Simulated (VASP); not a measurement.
Crystal: PtSe2 (Sudovikovite).

```
CELL_PARAMETERS angstrom
3.72400 0.00000 0.00000
-1.86200 3.22508 0.00000
0.00000 0.00000 5.06200
ATOMIC_POSITIONS crystal
Pt 0.00000 0.00000 0.00000
Se 0.66667 0.33333 0.75000
Se 0.33333 0.66667 0.25000
```

| Item | Value |
| --- | --- |
| Program | VASP 6.6.1 |
| Task | relaxation of cell and atoms |
| Functional | BLYP |
| Potentials or basis | VASP PAW PBE potentials, release 64 (Pt, Se) |
| Cutoff | 600 eV |
| k mesh | 8 × 8 × 5 |
| Occupations | fermi-dirac, width 0.05 eV |
| Spin | no spin polarisation |

At the start: pressure 15.3 GPa; volume 20.27 Å³/atom.

**Question.** How do energy, volume and symmetry change on relaxing?

**Answer.** Over 53 steps the energy falls by 158.2 meV/atom and the volume is 31.73 Å³/atom (+56.6 %); space group P-3m1 (No. 164, to 0.05 Å).

The path:
```tsv
step	energy change (eV)	largest force (eV/Å)	pressure (GPa)	volume (Å³)
1	0.0000	1.1000	15.32	60.80
3	-0.3191	0.3519	-0.14	68.02
5	-0.3196	0.2933	0.47	67.62
7	-0.3601	0.1701	0.31	69.72
9	-0.4068	0.6030	2.21	79.15
11	-0.4273	0.4317	1.00	81.78
13	-0.4409	0.1282	-0.91	87.04
15	-0.4641	0.0616	-0.42	88.46
17	-0.4724	0.0044	0.17	89.87
19	-0.4725	0.0244	0.03	90.10
21	-0.4725	0.0316	-0.02	90.16
23	-0.4725	0.0269	0.00	90.12
25	-0.4725	0.0290	0.00	90.14
27	-0.4727	0.0291	-0.04	90.43
29	-0.4730	0.0259	-0.20	91.74
31	-0.4731	0.0190	-0.19	91.82
33	-0.4734	0.0102	-0.06	92.22
35	-0.4735	0.0383	0.05	92.58
37	-0.4735	0.0294	0.01	92.47
39	-0.4735	0.0327	0.03	92.60
41	-0.4741	0.0215	0.09	93.31
43	-0.4746	0.0298	-0.03	94.82
45	-0.4746	0.0268	-0.02	94.78
47	-0.4746	0.0212	-0.02	94.83
49	-0.4746	0.0037	-0.09	95.68
51	-0.4747	0.0104	-0.05	95.20
53	-0.4747	0.0055	0.01	95.18
```

Final structure:
```cif
data_structure
_symmetry_space_group_name_H-M 'P 1'
_symmetry_Int_Tables_number 1
_cell_length_a 3.8262
_cell_length_b 3.8262
_cell_length_c 7.5073
_cell_angle_alpha 90.000
_cell_angle_beta 90.000
_cell_angle_gamma 120.000
_cell_volume 95.18
loop_
_atom_site_label
_atom_site_type_symbol
_atom_site_fract_x
_atom_site_fract_y
_atom_site_fract_z
_atom_site_occupancy
Pt1 Pt 0.00000 0.00000 0.00000 1
Se1 Se 0.66667 0.33333 0.82274 1
Se2 Se 0.33333 0.66667 0.17726 1
```

Caveat: the volume moved by over 15 % at a fixed basis, so the end points are rough; the PAW data sets were made with another functional, which shifts forces and pressure a little; this functional lacks dispersion, which binds the layers, so the pressure and a relaxed spacing across them are unreliable; the volume moved by +57 % from the deposited cell, more than functionals usually miss.
